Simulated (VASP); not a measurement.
# Au (P4/nmm) in VASP: single point with r2SCAN

Aim: the single point of Au with r2SCAN.

All numbers are computed with VASP 6.6.1; they aren't measurements. Logs are shortened: lines on timing, memory, paths and dates and some standing lists are left out, and cuts for length are marked.

### 1 The cell of the first run

Symmetry: P4/nmm, No. 129, tetragonal system. The conventional cell has a = 3.315 Å, b = 3.315 Å, c = 3.315 Å, α = 90.00°, β = 90.00°, γ = 90.00°. Within 3.6 Å of Au (site symmetry 4mm) lie 14 Au at 2.76 to 3.31 Å.

### 2 Single point, r2SCAN (mode 4 (114.4 1/cm) frozen in, largest displacement -0.100 Å)

Contents of POSCAR:

```
Au
1.0
    0.0000000000     -3.3145380000      0.0000000000
   -3.3145380000      0.0000000000      0.0000000000
    0.0000000000      0.0000000000     -3.3145380000
Au
2
Direct
    0.5301701172      0.5000000000      0.5000000000
   -0.0301701172      0.0000000000      0.0000000000
```

Contents of INCAR.step1:

```
ALGO     = Normal         # electronic algorithm
EDIFF    = 1E-4           # SCF threshold, eV
ENCUT    = 520            # plane-wave cutoff, eV
GGA      = PE             # functional
ISMEAR   = 0              # smearing method
LASPH    = True           # aspherical terms in the spheres
LCHARG   = False          # write CHGCAR
LREAL    = False          # projectors in reciprocal space
LWAVE    = True           # write WAVECAR
NBANDS   = 18             # bands
NELM     = 100            # most SCF steps
PREC     = Accurate       # precision mode
SIGMA    = 0.15           # smearing width, eV
```

Contents of INCAR.step2:

```
ALGO     = Normal         # electronic algorithm
EDIFF    = 1E-6           # SCF threshold, eV
ENCUT    = 520            # plane-wave cutoff, eV
ISIF     = 2              # what is computed and relaxed
ISMEAR   = 0              # smearing method
ISTART   = 1            
LASPH    = True           # aspherical terms in the spheres
LCHARG   = False          # write CHGCAR
LMIXTAU  = True         
LREAL    = False          # projectors in reciprocal space
LWAVE    = False          # write WAVECAR
METAGGA  = R2SCAN         # meta-GGA
NBANDS   = 18             # bands
NELM     = 100            # most SCF steps
PREC     = Accurate       # precision mode
SIGMA    = 0.15           # smearing width, eV
```

Contents of KPOINTS:

```
k-points
0
Gamma
  14 14 14
```

Potentials or basis: VASP PAW PBE potentials, release 64 (Au).

Command:

```
> cat potpaw_PBE.64/Au/POTCAR > POTCAR
> cp INCAR.step1 INCAR
> mpirun -np 1 vasp_std > vasp.out
> cp INCAR.step2 INCAR
> mpirun -np 1 vasp_std > vasp.out
```

OUTCAR:

```text
EDIFF = 1E-6
   ENCUT = 520
   ISIF = 2
   ISMEAR = 0
   ISTART = 1
   LASPH = True
   LREAL = False
   METAGGA = R2SCAN
   NELM = 100
   PREC = Accurate

 ion  position               nearest neighbor table
   1  0.530  0.500  0.500-   2 2.76   2 2.76   2 2.76   2 2.76   2 2.99   2 2.99   2 2.99   2 2.99

   2  0.970  0.000  0.000-   1 2.76   1 2.76   1 2.76   1 2.76   1 2.99   1 2.99   1 2.99   1 2.99

  LATTYP: Found a simple cubic cell.
 ALAT       =     3.3145380000

  Lattice vectors:

 A1 = (   0.0000000000,  -3.3145380000,   0.0000000000)
 A2 = (  -3.3145380000,   0.0000000000,   0.0000000000)
 A3 = (   0.0000000000,   0.0000000000,  -3.3145380000)

Analysis of symmetry for initial positions (statically):
=====================================================================
 Subroutine PRICEL returns:
 Original cell was already a primitive cell.

 Routine SETGRP: Setting up the symmetry group for a
 simple cubic supercell.

 Subroutine GETGRP returns: Found 16 space group operations
 (whereof  8 operations were pure point group operations)
 out of a pool of 48 trial point group operations.

The static configuration has the point symmetry C_4v.
 The point group associated with its full space group is D_4h.

Analysis of symmetry for dynamics (positions and initial velocities):
=====================================================================
 Subroutine PRICEL returns:
 Original cell was already a primitive cell.

 Routine SETGRP: Setting up the symmetry group for a
 simple cubic supercell.

 Subroutine GETGRP returns: Found 16 space group operations
 (whereof  8 operations were pure point group operations)
 out of a pool of 48 trial point group operations.

The dynamic configuration has the point symmetry C_4v.
 The point group associated with its full space group is D_4h.

 Subroutine INISYM returns: Found 16 space group operations
 (whereof  8 operations are pure point group operations),
 and found     1 'primitive' translations

----------------------------------------------------------------------------------------

                                     Primitive cell

  volume of cell :      36.4141

  direct lattice vectors                    reciprocal lattice vectors
     0.000000000 -3.314538000  0.000000000     0.000000000 -0.301701172  0.000000000
    -3.314538000  0.000000000  0.000000000    -0.301701172  0.000000000  0.000000000
     0.000000000  0.000000000 -3.314538000     0.000000000  0.000000000 -0.301701172

  length of vectors
     3.314538000  3.314538000  3.314538000     0.301701172  0.301701172  0.301701172

  position of ions in fractional coordinates (direct lattice)
     0.530170117  0.500000000  0.500000000
     0.969829883  0.000000000  0.000000000

  ion indices of the primitive-cell ions
   primitive index   ion index
                 1           1
                 2           2

----------------------------------------------------------------------------------------

 KPOINTS: k-points

Automatic generation of k-mesh.
 Grid dimensions read from file:
 generate k-points for:   14   14   14

 Generating k-lattice:

  Cartesian coordinates                     Fractional coordinates (reciprocal lattice)
     0.000000000 -0.021550084  0.000000000     0.071428571  0.000000000  0.000000000
    -0.021550084  0.000000000  0.000000000     0.000000000  0.071428571  0.000000000
     0.000000000  0.000000000 -0.021550084     0.000000000  0.000000000  0.071428571

  Length of vectors
     0.021550084  0.021550084  0.021550084

  Shift w.r.t. Gamma in fractional coordinates (k-lattice)
     0.000000000  0.000000000  0.000000000

 Subroutine IBZKPT returns following result:
 ===========================================

 Found    288 irreducible k-points:

 Following reciprocal coordinates:
            Coordinates               Weight
  0.000000  0.000000  0.000000      1.000000
  0.071429  0.000000  0.000000      2.000000
  0.000000  0.071429  0.000000      4.000000
  0.142857  0.000000  0.000000      2.000000
  0.000000  0.142857  0.000000      4.000000
  0.214286  0.000000  0.000000      2.000000
[... 16 lines left out ...]
  0.071429  0.000000  0.214286      8.000000
  0.285714  0.071429  0.000000      8.000000
 [... further k-points ...]
   k-points           NKPTS =    288   k-points in BZ     NKDIM =    288   number of bands    NBANDS=     18
   number of dos      NEDOS =    301   number of ions     NIONS =      2
   total plane-waves  NPLWV =  21952
   dimension x,y,z NGX =    28 NGY =   28 NGZ =   28
   dimension x,y,z NGXF=    56 NGYF=   56 NGZF=   56
   ions per type =               2
   NGX,Y,Z   is equivalent  to a cutoff of  14.04, 14.04, 14.04 a.u.
   NGXF,Y,Z  is equivalent  to a cutoff of  28.09, 28.09, 28.09 a.u.
 SYSTEM =  unknown system
   PREC   = accura    normal or accurate (medium, high low for compatibility)
   ISTART =      1    job   : 0-new  1-cont  2-samecut
   ICHARG =      0    charge: 1-file 2-atom 10-const
   ISPIN  =      1    spin polarized calculation?
   LNONCOLLINEAR =      F non collinear calculations
   LSORBIT =      F    spin-orbit coupling
   LASPH  =      T    aspherical Exc in radial PAW
   ENCUT  =  520.0 eV  38.22 Ry    6.18 a.u.   6.16  6.16  6.16*2*pi/ulx,y,z
   NELM   =    100;   NELMIN=  2; NELMDL=  0     # of ELM steps
   EDIFF  = 0.1E-05   stopping-criterion for ELM
   LREAL  =      F    real-space projection
   EDIFFG = 0.1E-04   stopping-criterion for IOM
   NSW    =      0    number of steps for IOM
   IBRION =     -1    ionic relax: 0-MD 1-quasi-New 2-CG
   NFREE  =      0    steps in history (QN), initial steepest desc. (CG)
   ISIF   =      2    stress and relaxation
   ISYM   =      2    0-nonsym 1-usesym 2-fastsym
   POTIM  = 0.5000    time-step for ionic-motion
   TEBEG  =    0.0;   TEEND  =   0.0 temperature during run
   PSTRESS=    0.0 pullay stress
   NELECT =      22.0000    total number of electrons
   NUPDOWN=      -1.0000    fix difference up-down
   EMIN   =  10.00;   EMAX   =-10.00  energy-range for DOS
   EFERMI =   0.00;   METHOD = LEGACY
   ISMEAR =     0;   SIGMA  =   0.15  broadening in eV -4-tet -1-fermi 0-gaus
   EFERMI_NEDOS =   21; number of points for ismear=-14 and -15
   IALGO  =     38    algorithm
   IMIX   =      4    mixing-type and parameters
     AMIX     =   0.40;   BMIX     =  1.00
     AMIX_MAG =   1.60;   BMIX_MAG =  1.00
  volume/ion in A,a.u.               =      18.21       122.87
  Fermi-wavevector in a.u.,A,eV,Ry     =   1.383968  2.615320 26.060157  1.915367
  Thomas-Fermi vector in A             =   2.508516
   LORBIT       =      0    0 simple, 1 ext, 2 COOP (PROOUT), +10 PAW based schemes
   METAGGA = R2SCAN    functional components
   LHFCALC =     F    Hartree Fock is set to
   AEXX    =    0.0000 exact exchange contribution
   IVDW    =     0    specifies the selected vdW correction
   LEPSILON=     F    determine dielectric tensor
   LRPA    =     F    only Hartree local field effects (RPA)
 non-spin polarized calculation
 Gauss-broadening in eV      SIGMA  =   0.15
  energy-cutoff  :      520.00
  volume of cell :       36.41
 maximum number of plane-waves:       996
 NGX is ok and might be reduce to    28
   NGX = 13   NGY = 13   NGZ = 13

 number of electron      22.0000001 magnetization

 Free energy of the ion-electron system (eV)
  ---------------------------------------------------
  ext. energy  EPLUGINS =         0.00000000
  ---------------------------------------------------
  free energy    TOTEN  =      -101.04247723 eV

  energy without entropy =     -101.03606244  energy(sigma->0) =     -101.03926983

 E-fermi :   8.3384     XC(G=0): -13.1425

 val. band max:        8.3296090725   @ k =   0.3571   0.0714   0.0000
 cond. band min:       8.3451207397   @ k =   0.0714   0.5000   0.4286
 fundamental gap:      0.0155116673
 Fermi energy:         8.3384047568

 k-point     1 :       0.0000    0.0000    0.0000
  band No.  band energies     occupation
      1      -1.1034      2.00000
      2       1.6551      2.00000
      3       1.7891      2.00000
      4       3.3557      2.00000
      5       3.5334      2.00000
      6       3.5334      2.00000
[... 10 lines left out ...]
     17      24.0757      0.00000
     18      25.8234      0.00000

 k-point     2 :       0.0714    0.0000    0.0000
  band No.  band energies     occupation
      1      -1.0124      2.00000
      2       1.6905      2.00000
      3       1.8424      2.00000
      4       3.3833      2.00000
      5       3.5362      2.00000
      6       3.5362      2.00000
[... 10 lines left out ...]
     17      24.2598      0.00000
     18      25.9342      0.00000

 k-point     3 :       0.0000    0.0714    0.0000
  band No.  band energies     occupation
      1      -1.0106      2.00000
      2       1.7043      2.00000
      3       1.8262      2.00000
      4       3.3566      2.00000
      5       3.5438      2.00000
      6       3.5570      2.00000
[... 10 lines left out ...]
     17      24.2551      0.00000
     18      25.7216      0.00000

 k-point     4 :       0.1429    0.0000    0.0000
  band No.  band energies     occupation
      1      -0.7436      2.00000
      2       1.7950      2.00000
      3       1.9936      2.00000
      4       3.4647      2.00000
      5       3.5481      2.00000
      6       3.5481      2.00000
[... 375 lines left out ...]
      4       3.3626      2.00000
      5       3.4768      2.00000
      6       3.9035      2.00000
[... 10 lines left out ...]
     17      24.7140      0.00000
     18      25.5630      0.00000

 k-point    23 :       0.0714    0.0000    0.2143
  band No.  band energies     occupation
      1      -0.2133      2.00000
      2       2.0291      2.00000
      3       2.2065      2.00000
      4       3.2878      2.00000
      5       3.6384      2.00000
      6       3.8349      2.00000
[... 10 lines left out ...]
     17      25.0964      0.00000
     18      25.5135      0.00000

 k-point    24 :       0.2857    0.0714    0.0000
  band No.  band energies     occupation
      1       0.3259      2.00000
      2       2.2082      2.00000
      3       2.4889      2.00000
      4       3.4018      2.00000
      5       3.6411      2.00000
      6       3.9806      2.00000
[... 10 lines left out ...]
     17      24.1740      0.00000
     18      25.2367      0.00000

 [... further k-points ...]
[... 5 lines left out ...]
  --------------------------------------------------------------------------------------
  -------------------------------------------------------------------------------------
  Total       -0.2575621     -0.7923350     -0.2575621      0.0000000      0.0000000      0.0000000
  in kB      -11.3324437    -34.8618476    -11.3324437      0.0000000      0.0000000      0.0000000
  external PRESSURE =     -19.1755784 kB  Pullay stress =       0.0000000 kB

 VOLUME and BASIS-vectors are now :
 -----------------------------------------------------------------------------
  energy-cutoff  :      520.00
  volume of cell :       36.41
      direct lattice vectors                 reciprocal lattice vectors
     0.000000000 -3.314538000  0.000000000     0.000000000 -0.301701172  0.000000000
    -3.314538000  0.000000000  0.000000000    -0.301701172  0.000000000  0.000000000
     0.000000000  0.000000000 -3.314538000     0.000000000  0.000000000 -0.301701172

 POSITION                                       TOTAL-FORCE (eV/Angst)
 -----------------------------------------------------------------------------------
     -1.65727     -1.75727     -1.65727         0.000000      0.947675     -0.000000
      0.00000     -3.21454      0.00000         0.000000     -0.947675      0.000000
 -----------------------------------------------------------------------------------
    total drift:                               -0.000000     -0.000000     -0.000000

  FREE ENERGIE OF THE ION-ELECTRON SYSTEM (eV)
  ---------------------------------------------------
  free  energy   TOTEN  =      -101.0424772317 eV

  energy  without entropy=     -101.0360624373  energy(sigma->0) =     -101.03926983
```

It took 3.9 min on 1 thread of Intel Xeon 6975P-C (Granite Rapids), shared host; peak memory 0.28 GiB.

Results:

```
Free energy            : -101.0425 eV
Pressure               : -1.9 GPa
Largest force          : 0.948 eV/Å
Band gap on the k mesh : zero (band 11 reaches 11.31 eV, above the bottom of band 12 at 6.26 eV)
```

Forces on the atoms (eV/Å):
```
Au   0.000  0.948  0.000
Au   0.000 -0.948  0.000
```

Levels at points of the mesh, in eV from the Fermi level:
| k point | band 9 | band 10 | band 11 | band 12 | band 13 | band 14 |
| --- | --- | --- | --- | --- | --- | --- |
| (0.00, 0.00, 0.00) | -2.08 | -2.08 | -1.89 | 6.54 | 6.54 | 6.81 |
| (0.50, 0.00, 0.00) | -4.14 | -2.90 | -2.36 | -1.71 | 12.31 | 13.00 |
| (0.00, 0.50, 0.00) | -3.17 | -3.17 | -2.08 | -2.08 | 12.18 | 12.18 |
| (0.50, 0.50, 0.00) | -1.61 | -1.61 | -0.25 | -0.25 | 3.26 | 3.26 |
| (0.00, 0.50, 0.50) | -1.80 | -1.80 | -0.22 | -0.22 | 3.29 | 3.29 |
| (0.50, 0.50, 0.50) | -2.87 | -2.87 | 2.83 | 2.83 | 6.38 | 6.38 |

Caveat: the cell differs from its parent crystal (mode 4 (114.4 1/cm) frozen in, largest displacement -0.100 Å); the PAW data sets were made with another functional, which shifts forces and pressure a little; spin-orbit coupling is left out, which moves the levels of the heavy elements.
